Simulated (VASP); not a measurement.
# C (Fmmm) in VASP: further runs, part 2 of 3

VASP 6.6.1. Earlier steps stand in the parts before.

## 3. Single point, LDA (strain +0.015 along x and y, +0.000 along z)

The input, INCAR:

```
  PREC = Accurate
  ENCUT = 520
  EDIFF = 1E-6
  ISMEAR = 0
  SIGMA = 0.03
  LREAL = F
  LASPH = T
  NELM = 100
  ALGO = Normal
  ISIF = 2
  LWAVE = F
  LCHARG = F
  NBANDS = 11
```

The input, KPOINTS:

```
regular mesh
0
Gamma
  16 16 16
```

The input, POSCAR:

```
C
1.0
    0.0000000000      2.1484005097      3.3597491838
    1.2411264372      0.0000000000      3.3597491838
    1.2411264372      2.1484005097      0.0000000000
C
2
Direct
    0.1667065656      0.8332934344      0.1667065656
    0.8332934344      0.1667065656      0.8332934344
```

Potentials or basis: VASP PAW LDA potentials, release 64 (C).

Run with:

```console
> cat potpaw_LDA.64/C/POTCAR > POTCAR
> mpirun -np 1 vasp_std > vasp.out
```

OUTCAR:

```text
PREC = Accurate
   ENCUT = 520
   EDIFF = 1E-6
   ISMEAR = 0
   LREAL = F
   LASPH = T
   NELM = 100
   ISIF = 2

 ion  position               nearest neighbor table
   1  0.167  0.833  0.167-   2 1.43   2 1.43   2 1.43
   2  0.833  0.167  0.833-   1 1.43   1 1.43   1 1.43

  LATTYP: Found a face centered orthorhombic cell.
 ALAT       =     2.4822528744
 B/A-ratio  =     1.7310085784
 C/A-ratio  =     2.7070160486

  Lattice vectors:

 A1 = (   0.0000000000,   2.1484005097,   3.3597491838)
 A2 = (   1.2411264372,   0.0000000000,   3.3597491838)
 A3 = (   1.2411264372,   2.1484005097,   0.0000000000)

Analysis of symmetry for initial positions (statically):
=====================================================================
 Subroutine PRICEL returns:
 Original cell was already a primitive cell.

 Routine SETGRP: Setting up the symmetry group for a
 face centered orthorhombic supercell.

 Subroutine GETGRP returns: Found  8 space group operations
 (whereof  8 operations were pure point group operations)
 out of a pool of  8 trial point group operations.

The static configuration has the point symmetry D_2h.

Analysis of symmetry for dynamics (positions and initial velocities):
=====================================================================
 Subroutine PRICEL returns:
 Original cell was already a primitive cell.

 Routine SETGRP: Setting up the symmetry group for a
 face centered orthorhombic supercell.

 Subroutine GETGRP returns: Found  8 space group operations
 (whereof  8 operations were pure point group operations)
 out of a pool of  8 trial point group operations.

The dynamic configuration has the point symmetry D_2h.

 Subroutine INISYM returns: Found  8 space group operations
 (whereof  8 operations are pure point group operations),
 and found     1 'primitive' translations

----------------------------------------------------------------------------------------

                                     Primitive cell

  volume of cell :      17.9171

  direct lattice vectors                    reciprocal lattice vectors
     0.000000000  2.148400510  3.359749184    -0.402859842  0.232731280  0.148820633
     1.241126437  0.000000000  3.359749184     0.402859842 -0.232731280  0.148820633
     1.241126437  2.148400510  0.000000000     0.402859842  0.232731280 -0.148820633

  length of vectors
     3.987924188  3.581662939  2.481132722     0.488474648  0.488474648  0.488474648

  position of ions in fractional coordinates (direct lattice)
     0.166706566  0.833293434  0.166706566
     0.833293434  0.166706566  0.833293434

  ion indices of the primitive-cell ions
   primitive index   ion index
                 1           1
                 2           2

----------------------------------------------------------------------------------------

 KPOINTS: regular mesh

Automatic generation of k-mesh.
 Grid dimensions read from file:
 generate k-points for:   16   16   16

 Generating k-lattice:

  Cartesian coordinates                     Fractional coordinates (reciprocal lattice)
[... 22 lines left out ...]
  0.312500  0.000000  0.000000      8.000000
[... 16 lines left out ...]
 -0.125000  0.062500 -0.000000      8.000000
 -0.062500  0.062500 -0.000000      4.000000
 [... further k-points ...]
   k-points           NKPTS =    621   k-points in BZ     NKDIM =    621   number of bands    NBANDS=     11
   number of dos      NEDOS =    301   number of ions     NIONS =      2
   total plane-waves  NPLWV =  15120
   dimension x,y,z NGX =    30 NGY =   28 NGZ =   18
   dimension x,y,z NGXF=    60 NGYF=   56 NGZF=   36
   ions per type =               2
   NGX,Y,Z   is equivalent  to a cutoff of  12.51, 13.00, 12.06 a.u.
   NGXF,Y,Z  is equivalent  to a cutoff of  25.01, 25.99, 24.12 a.u.
 SYSTEM =  unknown system
   PREC   = accura    normal or accurate (medium, high low for compatibility)
   ISTART =      0    job   : 0-new  1-cont  2-samecut
   ICHARG =      2    charge: 1-file 2-atom 10-const
   ISPIN  =      1    spin polarized calculation?
   LNONCOLLINEAR =      F non collinear calculations
   LSORBIT =      F    spin-orbit coupling
   LASPH  =      T    aspherical Exc in radial PAW
   ENCUT  =  520.0 eV  38.22 Ry    6.18 a.u.   7.41  6.66  4.61*2*pi/ulx,y,z
   NELM   =    100;   NELMIN=  2; NELMDL= -5     # of ELM steps
   EDIFF  = 0.1E-05   stopping-criterion for ELM
   LREAL  =      F    real-space projection
   EDIFFG = 0.1E-04   stopping-criterion for IOM
   NSW    =      0    number of steps for IOM
   IBRION =     -1    ionic relax: 0-MD 1-quasi-New 2-CG
   NFREE  =      0    steps in history (QN), initial steepest desc. (CG)
   ISIF   =      2    stress and relaxation
   ISYM   =      2    0-nonsym 1-usesym 2-fastsym
   POTIM  = 0.5000    time-step for ionic-motion
   TEBEG  =    0.0;   TEEND  =   0.0 temperature during run
   PSTRESS=    0.0 pullay stress
   NELECT =       8.0000    total number of electrons
   NUPDOWN=      -1.0000    fix difference up-down
   EMIN   =  10.00;   EMAX   =-10.00  energy-range for DOS
   EFERMI =   0.00;   METHOD = LEGACY
   ISMEAR =     0;   SIGMA  =   0.03  broadening in eV -4-tet -1-fermi 0-gaus
   EFERMI_NEDOS =   21; number of points for ismear=-14 and -15
   IALGO  =     38    algorithm
   IMIX   =      4    mixing-type and parameters
     AMIX     =   0.40;   BMIX     =  1.00
     AMIX_MAG =   1.60;   BMIX_MAG =  1.00
  volume/ion in A,a.u.               =       8.96        60.46
  Fermi-wavevector in a.u.,A,eV,Ry     =   1.251264  2.364545 21.302103  1.565660
  Thomas-Fermi vector in A             =   2.385219
   LORBIT       =      0    0 simple, 1 ext, 2 COOP (PROOUT), +10 PAW based schemes
   GGA     = CA    functional components
   LHFCALC =     F    Hartree Fock is set to
   AEXX    =    0.0000 exact exchange contribution
   IVDW    =     0    specifies the selected vdW correction
   LEPSILON=     F    determine dielectric tensor
   LRPA    =     F    only Hartree local field effects (RPA)
 non-spin polarized calculation
 Gauss-broadening in eV      SIGMA  =   0.03
  energy-cutoff  :      520.00
  volume of cell :       17.92
 maximum number of plane-waves:       502
 NGX is ok and might be reduce to    30
   NGX = 15   NGY = 13   NGZ =  9

 number of electron       8.0000001 magnetization

 Free energy of the ion-electron system (eV)
  ---------------------------------------------------
  ext. energy  EPLUGINS =         0.00000000
  ---------------------------------------------------
  free energy    TOTEN  =       -20.19477794 eV

  energy without entropy =      -20.19477792  energy(sigma->0) =      -20.19477793

 E-fermi :   4.3075     XC(G=0): -10.7018

 val. band max:        4.2239964924   @ k =   0.4375  -0.1875   0.3125
 cond. band min:       4.3836478225   @ k =   0.0000   0.3125   0.3125
 fundamental gap:      0.1596513301
 Fermi energy:         4.3074987424

 k-point     1 :       0.0000    0.0000    0.0000
  band No.  band energies     occupation
      1     -14.8542      2.00000
      2      -1.9729      2.00000
      3       1.4172      2.00000
      4       1.4303      2.00000
      5       8.3742      0.00000
      6      12.5733      0.00000
      7      12.6472      0.00000
      8      15.4773      0.00000
      9      16.8898      0.00000
     10      26.4684      0.00000
     11      29.4188      0.00000
[... 309 lines left out ...]
 k-point    24 :      -0.0625    0.0625   -0.0000
  band No.  band energies     occupation
      1     -14.4880      2.00000
      2      -1.5584      2.00000
      3       0.1019      2.00000
      4       0.7330      2.00000
      5       8.8181      0.00000
      6      12.7046      0.00000
      7      14.0567      0.00000
      8      14.2177      0.00000
      9      17.5932      0.00000
     10      26.4145      0.00000
     11      27.5813      0.00000

 [... further k-points ...]

------------------------ aborting loop because EDIFF is reached ----------------------------------------

  FORCE on cell =-STRESS in cart. coord.  units (eV):
  Direction    XX          YY          ZZ          XY          YZ          ZX
  --------------------------------------------------------------------------------------
  -------------------------------------------------------------------------------------
  Total       -1.8688002     -1.9087521      0.0133491      0.0000000      0.0000000      0.0000000
  in kB     -167.1111076   -170.6836712      1.1936994      0.0000000      0.0000000      0.0000000
  external PRESSURE =    -112.2003598 kB  Pullay stress =       0.0000000 kB

 VOLUME and BASIS-vectors are now :
 -----------------------------------------------------------------------------
  energy-cutoff  :      520.00
  volume of cell :       17.92
      direct lattice vectors                 reciprocal lattice vectors
     0.000000000  2.148400510  3.359749184    -0.402859842  0.232731280  0.148820633
     1.241126437  0.000000000  3.359749184     0.402859842 -0.232731280  0.148820633
     1.241126437  2.148400510  0.000000000     0.402859842  0.232731280 -0.148820633

 POSITION                                       TOTAL-FORCE (eV/Angst)
 -----------------------------------------------------------------------------------
      1.24113      0.71630      3.35975         0.000000     -0.025773      0.000000
      1.24113      3.58050      3.35975         0.000000      0.025773      0.000000
 -----------------------------------------------------------------------------------
    total drift:                                0.000000      0.000000     -0.000000

  FREE ENERGIE OF THE ION-ELECTRON SYSTEM (eV)
  ---------------------------------------------------
  free  energy   TOTEN  =       -20.1947779427 eV

  energy  without entropy=      -20.1947779152  energy(sigma->0) =      -20.19477793
```

OSZICAR:

```text
N       E                     dE             d eps       ncg     rms          rms(c)
DAV:   1    -0.128676265486E+01   -0.12868E+01   -0.40858E+03 13924   0.648E+02
DAV:   2    -0.209958832641E+02   -0.19709E+02   -0.18828E+02 17960   0.118E+02
DAV:   3    -0.214632510967E+02   -0.46737E+00   -0.46655E+00 17120   0.148E+01
DAV:   4    -0.214651226279E+02   -0.18715E-02   -0.18714E-02 15908   0.117E+00
DAV:   5    -0.214651307499E+02   -0.81221E-05   -0.81220E-05 17206   0.691E-02    0.631E+00
DAV:   6    -0.204959164265E+02    0.96921E+00   -0.87508E-01 15672   0.527E+00    0.357E+00
DAV:   7    -0.201955118950E+02    0.30040E+00   -0.92258E-01 16185   0.546E+00    0.959E-01
DAV:   8    -0.201953326772E+02    0.17922E-03   -0.21219E-02 15400   0.953E-01    0.159E-01
DAV:   9    -0.201947853465E+02    0.54733E-03   -0.11607E-03 16327   0.197E-01    0.617E-02
DAV:  10    -0.201947789535E+02    0.63929E-05   -0.10479E-04 16565   0.686E-02    0.258E-02
DAV:  11    -0.201947779429E+02    0.10106E-05   -0.30738E-06 16127   0.119E-02    0.442E-03
DAV:  12    -0.201947779427E+02    0.26182E-09   -0.40768E-08  9260   0.165E-03
   1 F= -.20194778E+02 E0= -.20194778E+02  d E =-.274378E-07
```

stdout:

```text
POSCAR found type information on POSCAR C
 POSCAR found :  1 types and       2 ions
 scaLAPACK will be used
 LDA part: xc-table for (Slater(with rela. corr.)+CA(PZ))
 , standard interpolation
 POSCAR, INCAR and KPOINTS ok, starting setup
 FFT: planning ... GRIDC
 FFT: planning ... GRID_SOFT
 FFT: planning ... GRID
 WAVECAR not read
 entering main loop
```

It took 48 s on 1 thread of Intel Xeon 6975P-C (Granite Rapids), shared host; peak memory 0.19 GiB.

Results:

- Free energy: -20.1948 eV
- Pressure: -11.2 GPa
- Largest force: 0.026 eV/Å

Forces in eV/Å, atoms in the order of the input:
```
C    0.000 -0.026  0.000
C    0.000  0.026  0.000
```

Caveat: the cell differs from its parent crystal (strain +0.015 along x and y, +0.000 along z); the cell stands under tension.

## 4. Single point, LDA (strain +0.030 along x and y, -0.015 along z)

The input, INCAR:

```
SYSTEM = C
PREC     = Accurate       ! precision mode
ENCUT    = 520            ! plane-wave cutoff, eV
EDIFF    = 1E-6           ! SCF threshold, eV
ISMEAR   = 0              ! smearing method
SIGMA    = 0.03           ! smearing width, eV
LREAL    = .False.        ! projectors in reciprocal space
LASPH    = .True.         ! aspherical terms in the spheres
NELM     = 60             ! most SCF steps
ALGO     = Normal         ! electronic algorithm
ISIF     = 2              ! what is computed and relaxed
LWAVE    = .False.        ! write WAVECAR
LCHARG   = .False.        ! write CHGCAR
GGA      = CA             ! functional
NBANDS   = 11             ! bands
```

The input, KPOINTS:

```
regular mesh
0
Gamma
  16 16 16
  0 0 0
```

The input, POSCAR:

```
C
1.0
    0.0000000000      2.1801502710      3.3093529460
    1.2594682072      0.0000000000      3.3093529460
    1.2594682072      2.1801502710      0.0000000000
C
2
Direct
    0.1667065656      0.8332934344      0.1667065656
    0.8332934344      0.1667065656      0.8332934344
```

Run with:

```console
> cat potpaw_LDA.64/C/POTCAR > POTCAR
> mpirun -np 1 vasp_std > vasp.out
```

Wall time 54 s (1 thread of Intel Xeon 6975P-C (Granite Rapids), shared host); peak memory 0.2 GiB.

It converged, with:

```
Free energy            : -20.1114 eV
Pressure               : -21.8 GPa
Largest force          : 0.030 eV/Å
Band gap on the k mesh : zero (bands 4 and 5 overlap by 0.01 eV)
```

Forces on the atoms (eV/Å):
```
C    0.000 -0.030  0.000
C    0.000  0.030  0.000
```

Stress tensor (GPa, compression positive):
```
-32.79   0.00   0.00
  0.00 -33.35   0.00
  0.00   0.00   0.66
```

Levels at points of the mesh, in eV from the Fermi level:
```
           k point  band 1  band 2  band 3  band 4  band 5  band 6  band 7  band 8  band 9
(0.00, 0.00, 0.00)  -18.83   -5.88   -2.89   -2.87    4.39    7.99    8.08   10.66   11.63
(0.50, 0.00, 0.00)  -13.66  -12.60   -6.06   -2.12    1.67    6.99   12.17   13.45   18.61
(0.50, 0.50, 0.00)  -18.46   -8.13   -2.92   -2.88    7.95    8.03   10.80   10.83   11.48
(0.50, 0.00, 0.50)  -13.79  -12.70   -6.04   -1.22    2.61    7.21   10.98   11.10   17.62
(0.00, 0.50, 0.50)  -13.51  -12.48   -6.11   -2.88    0.92    6.74   13.31   17.36   18.67
```

Caveat: the cell differs from its parent crystal (strain +0.030 along x and y, -0.015 along z); the cell stands under tension.

(Continued in part 3 of 3.)
